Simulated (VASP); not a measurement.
# Si4S (P1) in VASP: single point with PBE

Aim: the single point of Si4S with PBE.

All numbers are computed with VASP 6.6.1; they aren't measurements. Logs are shortened: lines on timing, memory, paths and dates and some standing lists are left out, and cuts for length are marked.

## (1) The cell of the first run

The typed cell holds 5 atoms: a = 3.876 Å, b = 3.900 Å, c = 8.221 Å, α = 76.35°, β = 76.40°, γ = 60.21°.

## (2) Single point, PBE

Input file INCAR:

```
SYSTEM = Si4S
PREC     = Accurate       ! precision mode
ENCUT    = 520            ! plane-wave cutoff, eV
EDIFF    = 1E-7           ! SCF threshold, eV
ISMEAR   = 0              ! smearing method
SIGMA    = 0.02           ! smearing width, eV
LREAL    = .False.        ! projectors in reciprocal space
LASPH    = .True.         ! aspherical terms in the spheres
NELM     = 100            ! most SCF steps
ALGO     = Normal         ! electronic algorithm
ISIF     = 2              ! what is computed and relaxed
LWAVE    = .False.        ! write WAVECAR
LCHARG   = .False.        ! write CHGCAR
GGA      = PE             ! functional
NBANDS   = 19             ! bands
```

Input file KPOINTS:

```
Automatic mesh
0
Gamma
  10 10 6
  0 0 0
```

Input file POSCAR:

```
Si4S
1.0
    3.8758821258      0.0148574862      0.0027237592
    1.9248727275      3.3923795259      0.0025708851
    1.9235226239      1.1325015827      7.9117361993
Si S
4 1
Direct
    0.9074188145      0.2680350648      0.5150743272
    0.7406465351      0.0964583982      0.0196870278
    0.3746895190      0.7279007531      0.1172430975
    0.2704047014      0.6364585104      0.4175195748
    0.0498404298      0.1811472736      0.7674759727
```

Potentials or basis: VASP PAW PBE potentials, release 64 (Si, S).

Run with:

```bash
> cat potpaw_PBE.64/Si/POTCAR potpaw_PBE.64/S/POTCAR > POTCAR
> mpirun -np 1 vasp_std > vasp.out
```

OUTCAR:

```text
SYSTEM = Si4S
   PREC = Accurate
   ENCUT = 520
   EDIFF = 1E-7
   ISMEAR = 0
   LREAL = .False.
   LASPH = .True.
   NELM = 100
   ISIF = 2
   GGA = PE

 ion  position               nearest neighbor table
   1  0.907  0.268  0.515-   5 2.18   4 2.37   4 2.38   4 2.38
   2  0.741  0.096  0.020-   5 2.18   3 2.37   3 2.38   3 2.38
   3  0.375  0.728  0.117-   2 2.37   4 2.38   2 2.38   2 2.38
   4  0.270  0.636  0.418-   1 2.37   3 2.38   1 2.38   1 2.38
   5  0.050  0.181  0.767-   2 2.18   1 2.18

  LATTYP: Found a triclinic cell.
 ALAT       =     3.9005246858
 B/A-ratio  =     0.9999765889
 C/A-ratio  =     2.1081090846
 COS(alpha) =     0.0016762968
 COS(beta)  =     0.2364212251
 COS(gamma) =     0.5062787414

  Lattice vectors:

 A1 = (   1.9510093983,  -3.3775220397,   0.0001528741)
 A2 = (  -1.9248727275,  -3.3923795259,  -0.0025708851)
 A3 = (   1.9523595019,  -1.1176440965,  -7.9090124401)

Analysis of symmetry for initial positions (statically):
=====================================================================
 Subroutine PRICEL returns:
 Original cell was already a primitive cell.

 Routine SETGRP: Setting up the symmetry group for a
 triclinic supercell.

 Subroutine GETGRP returns: Found  1 space group operations
 (whereof  1 operations were pure point group operations)
 out of a pool of  2 trial point group operations.

The static configuration has the point symmetry C_1 .

Analysis of symmetry for dynamics (positions and initial velocities):
=====================================================================
 Subroutine PRICEL returns:
 Original cell was already a primitive cell.

 Routine SETGRP: Setting up the symmetry group for a
 triclinic supercell.

 Subroutine GETGRP returns: Found  1 space group operations
 (whereof  1 operations were pure point group operations)
 out of a pool of  2 trial point group operations.

The dynamic configuration has the point symmetry C_1 .

 Subroutine INISYM returns: Found  1 space group operations
 (whereof  1 operations are pure point group operations),
 and found     1 'primitive' translations

----------------------------------------------------------------------------------------

                                     Primitive cell

  volume of cell :     103.7779

  direct lattice vectors                    reciprocal lattice vectors
     3.875882126  0.014857486  0.002723759     0.258597553 -0.146699308 -0.041872104
     1.924872727  3.392379526  0.002570885    -0.001102970  0.295436021 -0.042021140
     1.923522624  1.132501583  7.911736199    -0.000088669 -0.000045497  0.126422577

  length of vectors
     3.875911559  3.900433370  8.220588106     0.300244324  0.298411520  0.126422617

  position of ions in fractional coordinates (direct lattice)
     0.907418814  0.268035065  0.515074327
     0.740646535  0.096458398  0.019687028
     0.374689519  0.727900753  0.117243098
     0.270404701  0.636458510  0.417519575
     0.049840430  0.181147274  0.767475973

  ion indices of the primitive-cell ions
   primitive index   ion index
                 1           1
                 2           2
                 3           3
                 4           4
                 5           5

----------------------------------------------------------------------------------------

 KPOINTS: Automatic mesh

Automatic generation of k-mesh.
 Grid dimensions read from file:
 generate k-points for:   10   10    6

 Generating k-lattice:

  Cartesian coordinates                     Fractional coordinates (reciprocal lattice)
     0.025859755 -0.014669931 -0.004187210     0.100000000  0.000000000  0.000000000
    -0.000110297  0.029543602 -0.004202114    -0.000000000  0.100000000 -0.000000000
    -0.000014778 -0.000007583  0.021070430    -0.000000000  0.000000000  0.166666667

  Length of vectors
     0.030024432  0.029841152  0.021070436

  Shift w.r.t. Gamma in fractional coordinates (k-lattice)
     0.000000000  0.000000000  0.000000000

 Subroutine IBZKPT returns following result:
 ===========================================

 Found    304 irreducible k-points:

 Following reciprocal coordinates:
            Coordinates               Weight
  0.000000  0.000000  0.000000      1.000000
  0.100000  0.000000  0.000000      2.000000
  0.200000  0.000000  0.000000      2.000000
  0.300000  0.000000  0.000000      2.000000
  0.400000  0.000000  0.000000      2.000000
  0.500000  0.000000  0.000000      1.000000
[... 16 lines left out ...]
 -0.400000  0.200000  0.000000      2.000000
 -0.300000  0.200000 -0.000000      2.000000
 [... further k-points ...]
   k-points           NKPTS =    304   k-points in BZ     NKDIM =    304   number of bands    NBANDS=     19
   number of dos      NEDOS =    301   number of ions     NIONS =      5
   total plane-waves  NPLWV =  57600
   dimension x,y,z NGX =    30 NGY =   30 NGZ =   64
   dimension x,y,z NGXF=    60 NGYF=   60 NGZF=  128
   ions per type =               4   1
   NGX,Y,Z   is equivalent  to a cutoff of  12.87, 12.79, 12.94 a.u.
   NGXF,Y,Z  is equivalent  to a cutoff of  25.74, 25.57, 25.89 a.u.
 SYSTEM =  Si4S
   PREC   = accura    normal or accurate (medium, high low for compatibility)
   ISTART =      0    job   : 0-new  1-cont  2-samecut
   ICHARG =      2    charge: 1-file 2-atom 10-const
   ISPIN  =      1    spin polarized calculation?
   LNONCOLLINEAR =      F non collinear calculations
   LSORBIT =      F    spin-orbit coupling
   LASPH  =      T    aspherical Exc in radial PAW
   ENCUT  =  520.0 eV  38.22 Ry    6.18 a.u.   7.21  7.25 15.28*2*pi/ulx,y,z
   NELM   =    100;   NELMIN=  2; NELMDL= -5     # of ELM steps
   EDIFF  = 0.1E-06   stopping-criterion for ELM
   LREAL  =      F    real-space projection
   EDIFFG = 0.1E-05   stopping-criterion for IOM
   NSW    =      0    number of steps for IOM
   IBRION =     -1    ionic relax: 0-MD 1-quasi-New 2-CG
   NFREE  =      0    steps in history (QN), initial steepest desc. (CG)
   ISIF   =      2    stress and relaxation
   ISYM   =      2    0-nonsym 1-usesym 2-fastsym
   POTIM  = 0.5000    time-step for ionic-motion
   TEBEG  =    0.0;   TEEND  =   0.0 temperature during run
   PSTRESS=    0.0 pullay stress
   NELECT =      22.0000    total number of electrons
   NUPDOWN=      -1.0000    fix difference up-down
   EMIN   =  10.00;   EMAX   =-10.00  energy-range for DOS
   EFERMI =   0.00;   METHOD = LEGACY
   ISMEAR =     0;   SIGMA  =   0.02  broadening in eV -4-tet -1-fermi 0-gaus
   EFERMI_NEDOS =   21; number of points for ismear=-14 and -15
   IALGO  =     38    algorithm
   IMIX   =      4    mixing-type and parameters
     AMIX     =   0.40;   BMIX     =  1.00
     AMIX_MAG =   1.60;   BMIX_MAG =  1.00
  volume/ion in A,a.u.               =      20.76       140.07
  Fermi-wavevector in a.u.,A,eV,Ry     =   0.976145  1.844646 12.964424  0.952858
  Thomas-Fermi vector in A             =   2.106740
   LORBIT       =      0    0 simple, 1 ext, 2 COOP (PROOUT), +10 PAW based schemes
   GGA     = PE    functional components
   LHFCALC =     F    Hartree Fock is set to
   AEXX    =    0.0000 exact exchange contribution
   IVDW    =     0    specifies the selected vdW correction
   LEPSILON=     F    determine dielectric tensor
   LRPA    =     F    only Hartree local field effects (RPA)
 non-spin polarized calculation
 Gauss-broadening in eV      SIGMA  =   0.02
  energy-cutoff  :      520.00
  volume of cell :      103.78
 maximum number of plane-waves:      2815
 NGX is ok and might be reduce to    30
   NGX = 15   NGY = 15   NGZ = 31

 number of electron      22.0000000 magnetization

 Free energy of the ion-electron system (eV)
  ---------------------------------------------------
  ext. energy  EPLUGINS =         0.00000000
  ---------------------------------------------------
  free energy    TOTEN  =       -26.10692997 eV

  energy without entropy =      -26.10692997  energy(sigma->0) =      -26.10692997

 E-fermi :   5.5505     XC(G=0):  -9.2651

 val. band max:        5.4736677551   @ k =   0.0000  -0.0000   0.5000
 cond. band min:       5.9359464637   @ k =   0.0000   0.4000   0.1667
 fundamental gap:      0.4622787086
 Fermi energy:         5.5504972457

 k-point     1 :       0.0000    0.0000    0.0000
  band No.  band energies     occupation
      1      -8.6910      2.00000
      2      -5.5040      2.00000
      3      -5.4698      2.00000
      4       0.1494      2.00000
      5       1.0067      2.00000
      6       3.0889      2.00000
[... 11 lines left out ...]
     18       9.6807      0.00000
     19      10.2445      0.00000

 k-point     2 :       0.1000    0.0000    0.0000
  band No.  band energies     occupation
      1      -8.6374      2.00000
      2      -5.4915      2.00000
      3      -5.2822      2.00000
      4       0.0914      2.00000
      5       0.9675      2.00000
      6       2.6454      2.00000
[... 11 lines left out ...]
     18       9.4978      0.00000
     19      10.2251      0.00000

 k-point     3 :       0.2000    0.0000    0.0000
  band No.  band energies     occupation
      1      -8.4916      2.00000
      2      -5.2995      2.00000
      3      -4.8840      2.00000
      4      -0.1514      2.00000
      5       0.6207      2.00000
      6       1.8366      2.00000
[... 11 lines left out ...]
     18      10.0158      0.00000
     19      10.3714      0.00000

 k-point     4 :       0.3000    0.0000    0.0000
  band No.  band energies     occupation
      1      -8.2985      2.00000
      2      -4.9371      2.00000
      3      -4.3046      2.00000
      4      -0.7996      2.00000
      5      -0.1747      2.00000
      6       1.1639      2.00000
[... 407 lines left out ...]
     18      11.0746      0.00000
     19      11.2987      0.00000

 k-point    23 :      -0.4000    0.2000    0.0000
  band No.  band energies     occupation
      1      -8.0264      2.00000
      2      -3.9124      2.00000
      3      -3.0447      2.00000
      4      -2.1989      2.00000
      5      -1.4498      2.00000
      6       0.7701      2.00000
[... 11 lines left out ...]
     18      11.9008      0.00000
     19      12.5362      0.00000

 k-point    24 :      -0.3000    0.2000   -0.0000
  band No.  band energies     occupation
      1      -8.0945      2.00000
      2      -4.0269      2.00000
      3      -3.7144      2.00000
      4      -1.5208      2.00000
      5      -1.1289      2.00000
      6       0.9015      2.00000
[... 11 lines left out ...]
     18      10.8655      0.00000
     19      11.3840      0.00000

 [... further k-points ...]
[... 5 lines left out ...]
  --------------------------------------------------------------------------------------
  -------------------------------------------------------------------------------------
  Total       -0.0643867     -0.0482916     -0.1118751     -0.0009452      0.0011234      0.0127000
  in kB       -0.9940359     -0.7455505     -1.7271874     -0.0145921      0.0173433      0.1960697
  external PRESSURE =      -1.1555912 kB  Pullay stress =       0.0000000 kB

 VOLUME and BASIS-vectors are now :
 -----------------------------------------------------------------------------
  energy-cutoff  :      520.00
  volume of cell :      103.78
      direct lattice vectors                 reciprocal lattice vectors
     3.875882126  0.014857486  0.002723759     0.258597553 -0.146699308 -0.041872104
     1.924872727  3.392379526  0.002570885    -0.001102970  0.295436021 -0.042021140
     1.923522624  1.132501583  7.911736199    -0.000088669 -0.000045497  0.126422577

 POSITION                                       TOTAL-FORCE (eV/Angst)
 -----------------------------------------------------------------------------------
      5.02374      1.50608      4.07829         0.011125     -0.002225      0.017203
      3.09420      0.36052      0.15802         0.009562     -0.002851     -0.017683
      3.07889      2.60766      0.93049         0.001395      0.001596      0.003761
      3.07627      2.63597      3.30568        -0.001144      0.002466     -0.004133
      2.01812      1.48443      6.07267        -0.020937      0.001015      0.000852
 -----------------------------------------------------------------------------------
    total drift:                                0.000053      0.000018     -0.000118

  FREE ENERGIE OF THE ION-ELECTRON SYSTEM (eV)
  ---------------------------------------------------
  free  energy   TOTEN  =       -26.1069299710 eV

  energy  without entropy=      -26.1069299710  energy(sigma->0) =      -26.10692997
```

It took 5 min on 1 thread of Intel Xeon 6975P-C (Granite Rapids), shared host; peak memory 0.57 GiB.

What came out:

| Property | Result |
| --- | --- |
| Free energy | -26.1069 eV |
| Pressure | -0.1 GPa |
| Largest force | 0.021 eV/Å |
| Band gap on the k mesh | 0.46 eV, indirect (least direct gap 0.99 eV) |

Forces in eV/Å, atoms in the order of the input:
```
Si   0.011 -0.002  0.017
Si   0.010 -0.003 -0.018
Si   0.001  0.002  0.004
Si  -0.001  0.002 -0.004
S   -0.021  0.001  0.001
```

Levels at points of the mesh, in eV from the valence-band top:
```
           k point  band 7  band 8  band 9  band 10  band 11  band 12  band 13  band 14  band 15  band 16
(0.00, 0.00, 0.00)   -2.25   -1.35   -0.84    -0.81    -0.59     1.17     1.87     2.29     2.79     2.93
(0.50, 0.00, 0.00)   -3.80   -3.12   -2.72    -1.89    -1.05     0.67     0.79     1.45     2.33     3.72
(0.00, 0.50, 0.00)   -3.80   -3.11   -2.45    -1.91    -1.13     0.56     0.74     1.93     2.50     3.22
(0.50, 0.50, 0.00)   -3.82   -3.36   -2.75    -2.08    -1.64     0.81     1.54     2.15     3.44     3.83
(0.00, 0.00, 0.50)   -2.12   -1.36   -0.96    -0.86     0.00     0.99     1.24     2.20     2.55     2.79
(0.50, 0.00, 0.50)   -3.82   -3.36   -2.75    -2.08    -1.63     0.81     1.55     2.14     3.44     3.83
(0.00, 0.50, 0.50)   -3.16   -3.16   -3.07    -2.53    -1.88     1.00     1.10     2.94     3.02     3.87
(0.50, 0.50, 0.50)   -3.80   -3.12   -2.72    -1.89    -1.06     0.67     0.79     1.45     2.33     3.72
```

A k mesh can miss the band edges.
